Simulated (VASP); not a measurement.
Input of a VASP 6.6.1 run:

File INCAR:

```
PREC = Accurate ; ENCUT = 520
EDIFF = 1E-7 ; ISMEAR = 0
SIGMA = 0.1 ; LREAL = False
LASPH = True ; NELM = 80
ALGO = Normal ; ISIF = 2
LWAVE = False ; LCHARG = False
NBANDS = 27
```

Contents of KPOINTS:

```
regular mesh
0
Gamma
  6 6 6
```

The input POSCAR:

```
CdSnTe2
1.0
    2.2419870046      1.2944118006      7.1076178158
   -2.2419870046      1.2944118006      7.1076178158
    0.0000000000     -2.5888236013      7.1076178158
Te Sn Cd
2 1 1
Direct
    0.2544020000      0.2544020000      0.2544020000
    0.7455980000      0.7455980000      0.7455980000
    0.5000000000      0.5000000000      0.5000000000
    0.0000000000      0.0000000000      0.0000000000
```

Potentials or basis: VASP PAW LDA potentials, release 64 (Te, Sn_d, Cd).

Command:

```console
$ cat potpaw_LDA.64/Te/POTCAR potpaw_LDA.64/Sn_d/POTCAR potpaw_LDA.64/Cd/POTCAR > POTCAR
$ mpirun -np 1 vasp_std > vasp.out
```

Question: Predict the largest force.

Answer: 0.073 eV/Å.

Question: Estimate the pressure.

Answer: -4.1 GPa.

Question: What does it give for the band gap on the k mesh?

Answer: Zero (band 19 reaches 5.02 eV, above the bottom of band 20 at 4.51 eV).

Forces in eV/Å, atoms in the order of the input:
```
Te   0.000  0.000  0.073
Te   0.000  0.000 -0.073
Sn   0.000  0.000  0.000
Cd   0.000  0.000  0.000
```

Caveat: spin-orbit coupling is left out, which moves the levels of the heavy elements.
